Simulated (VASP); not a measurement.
# Ta (Im-3m) in VASP: a series of runs

Aim: see how the results for Ta move with the level of theory and the settings. Levels: PBE, LDA. Tasks: single point.

All numbers are computed with VASP 6.6.1; they aren't measurements. Logs are shortened: lines on timing, memory, paths and dates and some standing lists are left out, and cuts for length are marked.

### Step 1. The cell of the first run

Symmetry: Im-3m, No. 229, cubic system. Conventional cell: a = 3.303 Å, b = 3.303 Å, c = 3.303 Å, α = 90.00°, β = 90.00°, γ = 90.00°. Within 3.8 Å of Ta (site symmetry m-3m) lie 14 Ta at 2.86 to 3.30 Å.

### Step 2. Single point, PBE

INCAR reads:

```
ALGO = Normal
EDIFF = 1E-6
ENCUT = 520
GGA = PE
ISIF = 2
ISMEAR = 0
LASPH = True
LCHARG = False
LREAL = False
LWAVE = False
NBANDS = 12
NELM = 100
PREC = Accurate
SIGMA = 0.024
```

KPOINTS reads:

```
k-points
0
Gamma
  11 11 11
```

POSCAR reads:

```
Ta
1.0
   -1.6512800000      1.6512800000      1.6512800000
    1.6512800000     -1.6512800000      1.6512800000
    1.6512800000      1.6512800000     -1.6512800000
Ta
1
Direct
    0.0000000000      0.0000000000      0.0000000000
```

Potentials or basis: VASP PAW PBE potentials, release 64 (Ta_pv).

On the command line:

```bash
> cat potpaw_PBE.64/Ta_pv/POTCAR > POTCAR
> mpirun -np 1 vasp_std > vasp.out
```

OUTCAR:

```text
EDIFF = 1E-6
   ENCUT = 520
   GGA = PE
   ISIF = 2
   ISMEAR = 0
   LASPH = True
   LREAL = False
   NELM = 100
   PREC = Accurate

 ion  position               nearest neighbor table
   1  0.000  0.000  0.000-

  LATTYP: Found a body centered cubic cell.
 ALAT       =     3.3025600000

  Lattice vectors:

 A1 = (  -1.6512800000,   1.6512800000,   1.6512800000)
 A2 = (   1.6512800000,  -1.6512800000,   1.6512800000)
 A3 = (   1.6512800000,   1.6512800000,  -1.6512800000)

Analysis of symmetry for initial positions (statically):
=====================================================================
 Subroutine PRICEL returns:
 Original cell was already a primitive cell.

 Routine SETGRP: Setting up the symmetry group for a
 body centered cubic supercell.

 Subroutine GETGRP returns: Found 48 space group operations
 (whereof 48 operations were pure point group operations)
 out of a pool of 48 trial point group operations.

The static configuration has the point symmetry O_h .

Analysis of symmetry for dynamics (positions and initial velocities):
=====================================================================
 Subroutine PRICEL returns:
 Original cell was already a primitive cell.

 Routine SETGRP: Setting up the symmetry group for a
 body centered cubic supercell.

 Subroutine GETGRP returns: Found 48 space group operations
 (whereof 48 operations were pure point group operations)
 out of a pool of 48 trial point group operations.

The dynamic configuration has the point symmetry O_h .

 Subroutine INISYM returns: Found 48 space group operations
 (whereof 48 operations are pure point group operations),
 and found     1 'primitive' translations

----------------------------------------------------------------------------------------

                                     Primitive cell

  volume of cell :      18.0104

  direct lattice vectors                    reciprocal lattice vectors
    -1.651280000  1.651280000  1.651280000     0.000000000  0.302795407  0.302795407
     1.651280000 -1.651280000  1.651280000     0.302795407  0.000000000  0.302795407
     1.651280000  1.651280000 -1.651280000     0.302795407  0.302795407  0.000000000

  length of vectors
     2.860100858  2.860100858  2.860100858     0.428217371  0.428217371  0.428217371

[... 77 lines left out ...]
   NELM   =    100;   NELMIN=  2; NELMDL= -5     # of ELM steps
   EDIFF  = 0.1E-05   stopping-criterion for ELM
   LREAL  =      F    real-space projection
   EDIFFG = 0.1E-04   stopping-criterion for IOM
   NSW    =      0    number of steps for IOM
   IBRION =     -1    ionic relax: 0-MD 1-quasi-New 2-CG
   NFREE  =      0    steps in history (QN), initial steepest desc. (CG)
   ISIF   =      2    stress and relaxation
   ISYM   =      2    0-nonsym 1-usesym 2-fastsym
   POTIM  = 0.5000    time-step for ionic-motion
   TEBEG  =    0.0;   TEEND  =   0.0 temperature during run
   PSTRESS=    0.0 pullay stress
   NELECT =      11.0000    total number of electrons
   NUPDOWN=      -1.0000    fix difference up-down
   EMIN   =  10.00;   EMAX   =-10.00  energy-range for DOS
   EFERMI =   0.00;   METHOD = LEGACY
   ISMEAR =     0;   SIGMA  =   0.02  broadening in eV -4-tet -1-fermi 0-gaus
   EFERMI_NEDOS =   21; number of points for ismear=-14 and -15
   IALGO  =     38    algorithm
   IMIX   =      4    mixing-type and parameters
     AMIX     =   0.40;   BMIX     =  1.00
     AMIX_MAG =   1.60;   BMIX_MAG =  1.00
  volume/ion in A,a.u.               =      18.01       121.54
  Fermi-wavevector in a.u.,A,eV,Ry     =   1.388988  2.624806 26.249534  1.929286
  Thomas-Fermi vector in A             =   2.513061
   LORBIT       =      0    0 simple, 1 ext, 2 COOP (PROOUT), +10 PAW based schemes
   GGA     = PE    functional components
   LHFCALC =     F    Hartree Fock is set to
   AEXX    =    0.0000 exact exchange contribution
   IVDW    =     0    specifies the selected vdW correction
   LEPSILON=     F    determine dielectric tensor
   LRPA    =     F    only Hartree local field effects (RPA)
 non-spin polarized calculation
 Gauss-broadening in eV      SIGMA  =   0.02
  energy-cutoff  :      520.00
  volume of cell :       18.01
 maximum number of plane-waves:       494
 NGX is ok and might be reduce to    24
   NGX = 11   NGY = 11   NGZ = 11

 number of electron      11.0000002 magnetization

 Free energy of the ion-electron system (eV)
  ---------------------------------------------------
  ext. energy  EPLUGINS =         0.00000000
  ---------------------------------------------------
  free energy    TOTEN  =       -11.81531259 eV

  energy without entropy =      -11.81522523  energy(sigma->0) =      -11.81526891

 E-fermi :   5.4539     XC(G=0): -12.6163

 val. band max:        5.4264764320   @ k =   0.1818   0.0000   0.0000
 cond. band min:       5.5132624012   @ k =   0.3636   0.1818   0.0909
 fundamental gap:      0.0867859692
 Fermi energy:         5.4538762949

 k-point     1 :       0.0000    0.0000    0.0000
  band No.  band energies     occupation
      1     -27.5730      2.00000
      2     -27.5730      2.00000
      3     -27.5730      2.00000
      4      -2.4301      2.00000
      5       6.2279      0.00000
      6       6.2279      0.00000
      7       6.2279      0.00000
      8       9.5002      0.00000
      9       9.5002      0.00000
     10      20.1984      0.00000
     11      20.4969      0.00000
     12      20.4969      0.00000
[... 331 lines left out ...]
 k-point    24 :       0.3636    0.1818    0.0909
  band No.  band energies     occupation
      1     -28.5415      2.00000
      2     -28.1074      2.00000
      3     -27.7657      2.00000
      4       2.6601      2.00000
      5       3.9070      2.00000
      6       5.5133      0.00047
      7       9.9273      0.00000
      8      10.5011      0.00000
      9      14.5989      0.00000
     10      15.6152      0.00000
     11      18.8923      0.00000
     12      20.2035      0.00000

 [... further k-points ...]
[... 5 lines left out ...]
  --------------------------------------------------------------------------------------
  -------------------------------------------------------------------------------------
  Total        0.2504160      0.2504160      0.2504160     -0.0000000      0.0000000     -0.0000000
  in kB       22.2766849     22.2766849     22.2766849     -0.0000000      0.0000000     -0.0000000
  external PRESSURE =      22.2766849 kB  Pullay stress =       0.0000000 kB

 VOLUME and BASIS-vectors are now :
 -----------------------------------------------------------------------------
  energy-cutoff  :      520.00
  volume of cell :       18.01
      direct lattice vectors                 reciprocal lattice vectors
    -1.651280000  1.651280000  1.651280000     0.000000000  0.302795407  0.302795407
     1.651280000 -1.651280000  1.651280000     0.302795407  0.000000000  0.302795407
     1.651280000  1.651280000 -1.651280000     0.302795407  0.302795407  0.000000000

 POSITION                                       TOTAL-FORCE (eV/Angst)
 -----------------------------------------------------------------------------------
      0.00000      0.00000      0.00000        -0.000000      0.000000      0.000000
 -----------------------------------------------------------------------------------
    total drift:                               -0.000000      0.000000      0.000000

  FREE ENERGIE OF THE ION-ELECTRON SYSTEM (eV)
  ---------------------------------------------------
  free  energy   TOTEN  =       -11.8153125855 eV

  energy  without entropy=      -11.8152252305  energy(sigma->0) =      -11.81526891
```

OSZICAR:

```text
N       E                     dE             d eps       ncg     rms          rms(c)
DAV:   1     0.615946427096E+02    0.61595E+02   -0.61957E+03  1344   0.875E+02
DAV:   2    -0.113124957634E+02   -0.72907E+02   -0.71218E+02  1492   0.248E+02
DAV:   3    -0.122685364221E+02   -0.95604E+00   -0.95083E+00  1620   0.268E+01
DAV:   4    -0.122708973318E+02   -0.23609E-02   -0.23606E-02  1464   0.149E+00
DAV:   5    -0.122709053079E+02   -0.79761E-05   -0.79760E-05  1644   0.830E-02    0.135E+01
DAV:   6    -0.119197483974E+02    0.35116E+00   -0.28498E-01  1568   0.576E+00    0.658E+00
DAV:   7    -0.118157132297E+02    0.10404E+00   -0.23754E-01  1552   0.497E+00    0.408E-01
DAV:   8    -0.118153066622E+02    0.40657E-03   -0.10303E-02  1476   0.688E-01    0.693E-02
DAV:   9    -0.118153199876E+02   -0.13325E-04   -0.38955E-05  1576   0.641E-02    0.256E-02
DAV:  10    -0.118153127616E+02    0.72260E-05   -0.35613E-06  1488   0.213E-02    0.469E-03
DAV:  11    -0.118153125855E+02    0.17606E-06   -0.26452E-07   804   0.557E-03
   1 F= -.11815313E+02 E0= -.11815269E+02  d E =-.873550E-04
```

Run time: 15 s. Hardware: 1 thread of AMD EPYC 7R13, shared host; peak memory 0.11 GiB.

Results:

```
Free energy : -11.8153 eV
Pressure    : 2.2 GPa
```

Levels at points of the mesh, in eV from the Fermi level:
```
           k point  band 3  band 4  band 5  band 6  band 7  band 8
(0.00, 0.00, 0.00)  -33.03   -7.88    0.77    0.77    0.77    4.05
```

Caveat: spin-orbit coupling is left out, which moves the levels of the heavy elements.

### Step 3. Single point, LDA

INCAR reads:

```
ALGO = Normal
EDIFF = 1E-6
ENCUT = 520
GGA = CA
ISIF = 2
ISMEAR = 0
LASPH = T
LCHARG = F
LREAL = F
LWAVE = F
NBANDS = 12
NELM = 60
PREC = Accurate
SIGMA = 0.05
```

KPOINTS is that of step 2.

POSCAR is that of step 2.

Potentials or basis: VASP PAW LDA potentials, release 64 (Ta_pv).

On the command line:

```bash
> cat potpaw_LDA.64/Ta_pv/POTCAR > POTCAR
> mpirun -np 1 vasp_std > vasp.out
```

OUTCAR:

```text
EDIFF = 1E-6
   ENCUT = 520
   GGA = CA
   ISIF = 2
   ISMEAR = 0
   LASPH = T
   LREAL = F
   NELM = 60
   PREC = Accurate

 ion  position               nearest neighbor table
   1  0.000  0.000  0.000-

  LATTYP: Found a body centered cubic cell.
 ALAT       =     3.3025600000

  Lattice vectors:

 A1 = (  -1.6512800000,   1.6512800000,   1.6512800000)
 A2 = (   1.6512800000,  -1.6512800000,   1.6512800000)
 A3 = (   1.6512800000,   1.6512800000,  -1.6512800000)

Analysis of symmetry for initial positions (statically):
=====================================================================
 Subroutine PRICEL returns:
 Original cell was already a primitive cell.

 Routine SETGRP: Setting up the symmetry group for a
 body centered cubic supercell.

 Subroutine GETGRP returns: Found 48 space group operations
 (whereof 48 operations were pure point group operations)
 out of a pool of 48 trial point group operations.

The static configuration has the point symmetry O_h .

Analysis of symmetry for dynamics (positions and initial velocities):
=====================================================================
 Subroutine PRICEL returns:
 Original cell was already a primitive cell.

 Routine SETGRP: Setting up the symmetry group for a
 body centered cubic supercell.

 Subroutine GETGRP returns: Found 48 space group operations
 (whereof 48 operations were pure point group operations)
 out of a pool of 48 trial point group operations.

The dynamic configuration has the point symmetry O_h .

 Subroutine INISYM returns: Found 48 space group operations
 (whereof 48 operations are pure point group operations),
 and found     1 'primitive' translations

----------------------------------------------------------------------------------------

                                     Primitive cell

[... 108 lines left out ...]
     AMIX_MAG =   1.60;   BMIX_MAG =  1.00
  volume/ion in A,a.u.               =      18.01       121.54
  Fermi-wavevector in a.u.,A,eV,Ry     =   1.388988  2.624806 26.249534  1.929286
  Thomas-Fermi vector in A             =   2.513061
   LORBIT       =      0    0 simple, 1 ext, 2 COOP (PROOUT), +10 PAW based schemes
   GGA     = CA    functional components
   LHFCALC =     F    Hartree Fock is set to
   AEXX    =    0.0000 exact exchange contribution
   IVDW    =     0    specifies the selected vdW correction
   LEPSILON=     F    determine dielectric tensor
   LRPA    =     F    only Hartree local field effects (RPA)
 non-spin polarized calculation
 Gauss-broadening in eV      SIGMA  =   0.05
  energy-cutoff  :      520.00
  volume of cell :       18.01
 maximum number of plane-waves:       494
 NGX is ok and might be reduce to    24
   NGX = 11   NGY = 11   NGZ = 11

 number of electron      11.0000002 magnetization

 Free energy of the ion-electron system (eV)
  ---------------------------------------------------
  ext. energy  EPLUGINS =         0.00000000
  ---------------------------------------------------
  free energy    TOTEN  =       -12.81662413 eV

  energy without entropy =      -12.81643136  energy(sigma->0) =      -12.81652775

 E-fermi :   5.3812     XC(G=0): -12.7963

 val. band max:        5.3232716214   @ k =  -0.4545  -0.4545   0.0909
 cond. band min:       5.4839857359   @ k =  -0.1818   0.2727   0.0909
 fundamental gap:      0.1607141145
 Fermi energy:         5.3811612378

 k-point     1 :       0.0000    0.0000    0.0000
  band No.  band energies     occupation
      1     -27.5016      2.00000
      2     -27.5016      2.00000
      3     -27.5016      2.00000
      4      -2.4427      2.00000
      5       6.0689      0.00000
      6       6.0689      0.00000
      7       6.0689      0.00000
      8       9.3271      0.00000
      9       9.3271      0.00000
     10      19.0833      0.00000
     11      20.4772      0.00000
     12      20.4772      0.00000
[... 331 lines left out ...]
 k-point    24 :       0.3636    0.1818    0.0909
  band No.  band energies     occupation
      1     -28.4887      2.00000
      2     -28.0466      2.00000
      3     -27.6983      2.00000
      4       2.5800      2.00000
      5       3.8051      2.00000
      6       5.5015      0.00066
      7       9.7473      0.00000
      8      10.3134      0.00000
      9      14.4625      0.00000
     10      15.5366      0.00000
     11      18.8687      0.00000
     12      19.0894      0.00000

 [... further k-points ...]
[... 5 lines left out ...]
  --------------------------------------------------------------------------------------
  -------------------------------------------------------------------------------------
  Total       -0.9798766     -0.9798766     -0.9798766      0.0000000      0.0000000      0.0000000
  in kB      -87.1685461    -87.1685461    -87.1685461      0.0000000      0.0000000      0.0000000
  external PRESSURE =     -87.1685461 kB  Pullay stress =       0.0000000 kB

 VOLUME and BASIS-vectors are now :
 -----------------------------------------------------------------------------
  energy-cutoff  :      520.00
  volume of cell :       18.01
      direct lattice vectors                 reciprocal lattice vectors
    -1.651280000  1.651280000  1.651280000     0.000000000  0.302795407  0.302795407
     1.651280000 -1.651280000  1.651280000     0.302795407  0.000000000  0.302795407
     1.651280000  1.651280000 -1.651280000     0.302795407  0.302795407  0.000000000

 POSITION                                       TOTAL-FORCE (eV/Angst)
 -----------------------------------------------------------------------------------
      0.00000      0.00000      0.00000         0.000000      0.000000     -0.000000
 -----------------------------------------------------------------------------------
    total drift:                                0.000000     -0.000000     -0.000000

  FREE ENERGIE OF THE ION-ELECTRON SYSTEM (eV)
  ---------------------------------------------------
  free  energy   TOTEN  =       -12.8166241325 eV

  energy  without entropy=      -12.8164313618  energy(sigma->0) =      -12.81652775
```

OSZICAR:

```text
N       E                     dE             d eps       ncg     rms          rms(c)
DAV:   1     0.605780749691E+02    0.60578E+02   -0.61758E+03  1344   0.873E+02
DAV:   2    -0.123284026293E+02   -0.72906E+02   -0.71186E+02  1520   0.246E+02
DAV:   3    -0.133070966691E+02   -0.97869E+00   -0.97278E+00  1624   0.267E+01
DAV:   4    -0.133094637534E+02   -0.23671E-02   -0.23669E-02  1484   0.148E+00
DAV:   5    -0.133094713144E+02   -0.75609E-05   -0.75612E-05  1592   0.802E-02    0.135E+01
DAV:   6    -0.129295266197E+02    0.37994E+00   -0.30919E-01  1536   0.565E+00    0.640E+00
DAV:   7    -0.128189721020E+02    0.11055E+00   -0.24759E-01  1532   0.463E+00    0.335E-01
DAV:   8    -0.128166300854E+02    0.23420E-02   -0.22836E-03  1440   0.553E-01    0.538E-02
DAV:   9    -0.128166241397E+02    0.59456E-05   -0.18363E-05  1588   0.421E-02    0.283E-02
DAV:  10    -0.128166241325E+02    0.72541E-08   -0.17886E-06  1352   0.144E-02
   1 F= -.12816624E+02 E0= -.12816528E+02  d E =-.192771E-03
```

stdout:

```text
POSCAR found type information on POSCAR Ta
 POSCAR found :  1 types and       1 ions
 scaLAPACK will be used
 LDA part: xc-table for (Slater(with rela. corr.)+CA(PZ))
 , standard interpolation
 POSCAR, INCAR and KPOINTS ok, starting setup
 FFT: planning ... GRIDC
 FFT: planning ... GRID_SOFT
 FFT: planning ... GRID
 WAVECAR not read
 entering main loop
```

Wall time 14 s (1 thread of AMD EPYC 7R13, shared host); peak memory 0.11 GiB.

What came out:

```
Free energy : -12.8166 eV
Pressure    : -8.7 GPa
```

Caveat: spin-orbit coupling is left out, which moves the levels of the heavy elements.

### Step 4. Single point, PBE

INCAR reads:

```
SYSTEM = Ta
ALGO = Normal ; EDIFF = 1E-6
ENCUT = 520 ; GGA = PE
ISIF = 2 ; ISMEAR = 0
LASPH = .True. ; LCHARG = .True.
LELF = .True. ; LREAL = .False.
LVHAR = .True. ; LWAVE = .False.
NBANDS = 12 ; NELM = 60
PREC = Accurate ; SIGMA = 0.011
```

KPOINTS reads:

```
k-points
0
Gamma
  11 11 11
  0 0 0
```

POSCAR is that of step 3.

Potentials or basis: VASP PAW PBE potentials, release 64 (Ta_pv).

On the command line:

```bash
> cat potpaw_PBE.64/Ta_pv/POTCAR > POTCAR
> mpirun -np 1 vasp_std > vasp.out
```

Wall time 16 s (1 thread of AMD EPYC 7R13, shared host); peak memory 0.11 GiB.

Results (log left out):

| Quantity | Value |
| --- | --- |
| Free energy | -11.8153 eV |
| Pressure | 2.2 GPa |

Levels at points of the mesh, in eV from the Fermi level:
| k point | band 1 | band 2 | band 3 | band 4 | band 5 | band 6 | band 7 | band 8 | band 9 | band 10 |
| --- | --- | --- | --- | --- | --- | --- | --- | --- | --- | --- |
| (0.00, 0.00, 0.00) | -33.01 | -33.01 | -33.01 | -7.87 | 0.79 | 0.79 | 0.79 | 4.06 | 4.06 | 14.76 |

Caveat: spin-orbit coupling is left out, which moves the levels of the heavy elements.

### Step 5. Single point, PBE

INCAR reads:

```
SYSTEM = Ta
  PREC = Accurate
  ENCUT = 520
  EDIFF = 1E-6
  ISMEAR = 0
  SIGMA = 0.016
  LREAL = .FALSE.
  LASPH = .TRUE.
  NELM = 100
  ALGO = Fast
  ISIF = 2
  LWAVE = .FALSE.
  LCHARG = .FALSE.
  GGA = PE
  NBANDS = 12
```

KPOINTS reads:

```
Automatic mesh
0
G
  11 11 11
  0 0 0
```

POSCAR is that of step 4.

On the command line:

```bash
> cat potpaw_PBE.64/Ta_pv/POTCAR > POTCAR
> mpirun -np 1 vasp_std > vasp.out
```

Run time: 17 s. Hardware: 1 thread of AMD EPYC 7R13, shared host; peak memory 0.11 GiB.

It converged, with:

* Free energy: -11.8153 eV
* Pressure: 2.2 GPa

Levels at points of the mesh, in eV from the Fermi level:
```csv
k point,band 1,band 2,band 3,band 4,band 5,band 6,band 7,band 8,band 9,band 10
"(0.00, 0.00, 0.00)",-33.02,-33.02,-33.02,-7.87,0.78,0.78,0.78,4.06,4.06,15.05
```

Caveat: spin-orbit coupling is left out, which moves the levels of the heavy elements.

### Step 6. Summary

| level | potentials or basis | smearing | gap on the mesh (eV) | pressure (GPa) |
| --- | --- | --- | --- | --- |
| PBE | VASP PAW PBE potentials, release 64 (Ta_pv) | gaussian 0.024 eV | none | 2.2 |
| LDA | VASP PAW LDA potentials, release 64 (Ta_pv) | gaussian 0.05 eV | none | -8.7 |
| PBE | VASP PAW PBE potentials, release 64 (Ta_pv) | gaussian 0.011 eV | none | 2.2 |
| PBE | VASP PAW PBE potentials, release 64 (Ta_pv) | gaussian 0.016 eV | none | 2.2 |

Alike in all rows: task single point; no spin polarisation; cell as given; k mesh 11 × 11 × 11; cutoff (eV) 520.

Caveats: spin-orbit coupling is left out, which moves the levels of the heavy elements.

Absolute energies hang on the potentials; compare differences alone.
